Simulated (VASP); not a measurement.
# AlN (Fm-3m) in VASP: notebook, part 3 of 3

VASP 6.6.1. Earlier steps stand in the parts before.

**4. Electric field gradients, LDA (volume scaled by 1.01)**

File INCAR:

```
ALGO = Normal ; EDIFF = 1E-8
ENCUT = 520 ; GGA = CA
ISIF = 2 ; ISMEAR = -1
LASPH = T ; LCHARG = F
LEFG = T ; LREAL = F
LWAVE = F ; NBANDS = 11
NELM = 100 ; PREC = Accurate
SIGMA = 0.02
```

File KPOINTS:

```
k-points
0
Gamma
  10 10 10
```

File POSCAR:

```
AlN
1.0
    0.0000000000      1.9845714768      1.9845714768
    1.9845714768      0.0000000000      1.9845714768
    1.9845714768      1.9845714768      0.0000000000
Al N
1 1
Direct
    0.0000000000      0.0000000000      0.0000000000
    0.5000000000      0.5000000000      0.5000000000
```

Potentials or basis: VASP PAW LDA potentials, release 64 (Al, N).

Started as:

```sh
cat potpaw_LDA.64/Al/POTCAR potpaw_LDA.64/N/POTCAR > POTCAR
mpirun -np 1 vasp_std > vasp.out
```

OUTCAR:

```text
EDIFF = 1E-8
   ENCUT = 520
   GGA = CA
   ISIF = 2
   ISMEAR = -1
   LASPH = T
   LREAL = F
   NELM = 100
   PREC = Accurate

 ion  position               nearest neighbor table
   1  0.000  0.000  0.000-   2 1.98   2 1.98   2 1.98   2 1.98   2 1.98   2 1.98
   2  0.500  0.500  0.500-   1 1.98   1 1.98   1 1.98   1 1.98   1 1.98   1 1.98

  LATTYP: Found a face centered cubic cell.
 ALAT       =     3.9691429536

  Lattice vectors:

 A1 = (   0.0000000000,   1.9845714768,   1.9845714768)
 A2 = (   1.9845714768,   0.0000000000,   1.9845714768)
 A3 = (   1.9845714768,   1.9845714768,   0.0000000000)

Analysis of symmetry for initial positions (statically):
=====================================================================
 Subroutine PRICEL returns:
 Original cell was already a primitive cell.

 Routine SETGRP: Setting up the symmetry group for a
 face centered cubic supercell.

 Subroutine GETGRP returns: Found 48 space group operations
 (whereof 48 operations were pure point group operations)
 out of a pool of 48 trial point group operations.

The static configuration has the point symmetry O_h .

Analysis of symmetry for dynamics (positions and initial velocities):
=====================================================================
 Subroutine PRICEL returns:
 Original cell was already a primitive cell.

 Routine SETGRP: Setting up the symmetry group for a
 face centered cubic supercell.

 Subroutine GETGRP returns: Found 48 space group operations
 (whereof 48 operations were pure point group operations)
 out of a pool of 48 trial point group operations.

The dynamic configuration has the point symmetry O_h .

 Subroutine INISYM returns: Found 48 space group operations
 (whereof 48 operations are pure point group operations),
 and found     1 'primitive' translations

----------------------------------------------------------------------------------------

                                     Primitive cell

  volume of cell :      15.6326

  direct lattice vectors                    reciprocal lattice vectors
     0.000000000  1.984571477  1.984571477    -0.251943559  0.251943559  0.251943559
     1.984571477  0.000000000  1.984571477     0.251943559 -0.251943559  0.251943559
     1.984571477  1.984571477  0.000000000     0.251943559  0.251943559 -0.251943559

  length of vectors
     2.806607898  2.806607898  2.806607898     0.436379044  0.436379044  0.436379044

  position of ions in fractional coordinates (direct lattice)
     0.000000000  0.000000000  0.000000000
     0.500000000  0.500000000  0.500000000

  ion indices of the primitive-cell ions
   primitive index   ion index
                 1           1
                 2           2

----------------------------------------------------------------------------------------

 KPOINTS: k-points

Automatic generation of k-mesh.
 Grid dimensions read from file:
 generate k-points for:   10   10   10

 Generating k-lattice:

  Cartesian coordinates                     Fractional coordinates (reciprocal lattice)
    -0.025194356  0.025194356  0.025194356     0.100000000  0.000000000  0.000000000
     0.025194356 -0.025194356  0.025194356     0.000000000  0.100000000  0.000000000
     0.025194356  0.025194356 -0.025194356     0.000000000  0.000000000  0.100000000
[... 73 lines left out ...]
   EFERMI_NEDOS =   21; number of points for ismear=-14 and -15
   IALGO  =     38    algorithm
   IMIX   =      4    mixing-type and parameters
     AMIX     =   0.40;   BMIX     =  1.00
     AMIX_MAG =   1.60;   BMIX_MAG =  1.00
  volume/ion in A,a.u.               =       7.82        52.75
  Fermi-wavevector in a.u.,A,eV,Ry     =   1.309468  2.474535 23.329982  1.714705
  Thomas-Fermi vector in A             =   2.440064
   LORBIT       =      0    0 simple, 1 ext, 2 COOP (PROOUT), +10 PAW based schemes
   GGA     = CA    functional components
   LHFCALC =     F    Hartree Fock is set to
   AEXX    =    0.0000 exact exchange contribution
   IVDW    =     0    specifies the selected vdW correction
   LEPSILON=     F    determine dielectric tensor
   LRPA    =     F    only Hartree local field effects (RPA)
 non-spin polarized calculation
  energy-cutoff  :      520.00
  volume of cell :       15.63
 maximum number of plane-waves:       444
 NGX is ok and might be reduce to    24
   NGX = 11   NGY = 11   NGZ = 11

 number of electron       7.9999999 magnetization

 Free energy of the ion-electron system (eV)
  ---------------------------------------------------
  ext. energy  EPLUGINS =         0.00000000
  ---------------------------------------------------
  free energy    TOTEN  =       -16.21397179 eV

  energy without entropy =      -16.21397179  energy(sigma->0) =      -16.21397179

 E-fermi :  10.8777     XC(G=0): -12.8361

 val. band max:       10.4502535245   @ k =   0.0000   0.0000   0.0000
 cond. band min:      15.4564720774   @ k =   0.5000   0.5000   0.0000
 fundamental gap:      5.0062185529
 Fermi energy:        10.8777108363

 k-point     1 :       0.0000    0.0000    0.0000
  band No.  band energies     occupation
      1      -7.4749      2.00000
      2      10.4503      2.00000
      3      10.4503      2.00000
      4      10.4503      2.00000
      5      17.0483      0.00000
      6      22.6430      0.00000
      7      22.6430      0.00000
      8      22.6430      0.00000
      9      28.0212      0.00000
     10      28.4890      0.00000
     11      28.4890      0.00000
[... 309 lines left out ...]
 k-point    24 :       0.4000    0.3000    0.0000
  band No.  band energies     occupation
      1      -4.2218      2.00000
      2       4.3954      2.00000
      3       7.4770      2.00000
      4       8.0281      2.00000
      5      16.7398      0.00000
      6      17.5286      0.00000
      7      23.1965      0.00000
      8      26.5351      0.00000
      9      27.3595      0.00000
     10      32.7029      0.00000
     11      35.7551      0.00000

 [... further k-points ...]
[... 5 lines left out ...]
  --------------------------------------------------------------------------------------
  -------------------------------------------------------------------------------------
  Total        0.9778643      0.9778643      0.9778643     -0.0000000     -0.0000000      0.0000000
  in kB      100.2210522    100.2210522    100.2210522     -0.0000000     -0.0000000      0.0000000
  external PRESSURE =     100.2210522 kB  Pullay stress =       0.0000000 kB

 VOLUME and BASIS-vectors are now :
 -----------------------------------------------------------------------------
  energy-cutoff  :      520.00
  volume of cell :       15.63
      direct lattice vectors                 reciprocal lattice vectors
     0.000000000  1.984571477  1.984571477    -0.251943559  0.251943559  0.251943559
     1.984571477  0.000000000  1.984571477     0.251943559 -0.251943559  0.251943559
     1.984571477  1.984571477  0.000000000     0.251943559  0.251943559 -0.251943559

 POSITION                                       TOTAL-FORCE (eV/Angst)
 -----------------------------------------------------------------------------------
      0.00000      0.00000      0.00000         0.000000     -0.000000      0.000000
      1.98457      1.98457      1.98457        -0.000000      0.000000     -0.000000
 -----------------------------------------------------------------------------------
    total drift:                               -0.000000     -0.000000      0.000000

  FREE ENERGIE OF THE ION-ELECTRON SYSTEM (eV)
  ---------------------------------------------------
  free  energy   TOTEN  =       -16.2139717931 eV

  energy  without entropy=      -16.2139717931  energy(sigma->0) =      -16.21397179

 Electric field gradients (V/A^2)
---------------------------------------------------------------------
 ion       V_xx      V_yy      V_zz      V_xy      V_xz      V_yz
---------------------------------------------------------------------
   1       0.000     0.000     0.000     0.000     0.000     0.000
   2      -0.000    -0.000    -0.000     0.000     0.000     0.000
---------------------------------------------------------------------

 Electric field gradients after diagonalization (V/A^2)
 (convention: |V_zz| > |V_xx| > |V_yy|)
----------------------------------------------------------------------
 ion       V_xx      V_yy      V_zz     asymmetry (V_yy - V_xx)/ V_zz
----------------------------------------------------------------------
   1      -0.000    -0.000     0.000       0.000
   2      -0.000    -0.000     0.000       0.000
----------------------------------------------------------------------

           NMR quadrupolar parameters

 Cq : quadrupolar parameter    Cq=e*Q*V_zz/h
 eta: asymmetry parameters     (V_yy - V_xx)/ V_zz
 Q  : nuclear electric quadrupole moment in mb (millibarn)
----------------------------------------------------------------------
 ion       Cq(MHz)       eta       Q (mb)
----------------------------------------------------------------------
   1       0.000       0.000       1.000
   2       0.000       0.000       1.000
----------------------------------------------------------------------
```

OSZICAR:

```text
N       E                     dE             d eps       ncg     rms          rms(c)
DAV:   1     0.558057948090E+01    0.55806E+01   -0.42349E+03  1090   0.633E+02
DAV:   2    -0.176068744896E+02   -0.23187E+02   -0.22269E+02  1266   0.126E+02
DAV:   3    -0.181531935090E+02   -0.54632E+00   -0.54555E+00  1225   0.161E+01
DAV:   4    -0.181548162987E+02   -0.16228E-02   -0.16227E-02  1150   0.107E+00
DAV:   5    -0.181548251738E+02   -0.88751E-05   -0.88748E-05  1196   0.729E-02    0.793E+00
DAV:   6    -0.162749337220E+02    0.18799E+01   -0.80196E+00  1088   0.150E+01    0.287E+00
DAV:   7    -0.162330509505E+02    0.41883E-01   -0.15359E-01  1187   0.264E+00    0.178E+00
DAV:   8    -0.162140973673E+02    0.18954E-01   -0.13095E-02  1088   0.106E+00    0.263E-01
DAV:   9    -0.162139708586E+02    0.12651E-03   -0.63603E-04  1175   0.144E-01    0.153E-01
DAV:  10    -0.162139722673E+02   -0.14087E-05   -0.22000E-05  1136   0.341E-02    0.249E-02
DAV:  11    -0.162139718034E+02    0.46394E-06   -0.84248E-07  1184   0.644E-03    0.500E-03
DAV:  12    -0.162139717932E+02    0.10180E-07   -0.43587E-08  1133   0.152E-03    0.662E-04
DAV:  13    -0.162139717931E+02    0.15285E-09   -0.89888E-10   619   0.188E-04
   1 F= -.16213972E+02 E0= -.16213972E+02  d E =-.141546E-11
```

It took 2.9 s on 1 thread of Intel Xeon 6975P-C (Granite Rapids), shared host; peak memory 0.12 GiB.

What came out:

- Free energy: -16.2140 eV
- Pressure: 10.0 GPa
- Band gap on the k mesh: 5.01 eV, indirect (least direct gap 6.60 eV)

Levels at points of the mesh, in eV from the valence-band top:
| k point | band 1 | band 2 | band 3 | band 4 | band 5 | band 6 | band 7 | band 8 | band 9 |
| --- | --- | --- | --- | --- | --- | --- | --- | --- | --- |
| (0.00, 0.00, 0.00) | -17.93 | 0.00 | 0.00 | 0.00 | 6.60 | 12.19 | 12.19 | 12.19 | 17.57 |
| (0.50, 0.00, 0.00) | -14.36 | -8.71 | -1.19 | -1.19 | 6.48 | 11.26 | 11.26 | 13.96 | 16.49 |
| (0.50, 0.50, 0.00) | -13.27 | -7.80 | -2.96 | -2.96 | 5.01 | 5.09 | 14.58 | 17.87 | 17.87 |

Caveat: without QUAD_EFG the Cq values of the log hold for a quadrupole moment of 1 mb, not for the nuclei.

**5. The runs side by side**

```csv
cell,gap on the mesh (eV),pressure (GPa)
"a = 2.820 Å, angles 60.0°, 2 atoms",4.86,5.5
"a = 2.843 Å, angles 60.0°, 2 atoms",4.62,-1.4
"a = 2.807 Å, angles 60.0°, 2 atoms",5.01,10.0
```

Alike in all rows: task electric field gradients; level LDA; potentials or basis VASP PAW LDA potentials, release 64 (Al, N); no spin polarisation; k mesh 10 × 10 × 10; cutoff (eV) 520; smearing fermi-dirac 0.02 eV.

Total energies depend on the potentials used, so only differences within one code and one set of settings carry meaning.
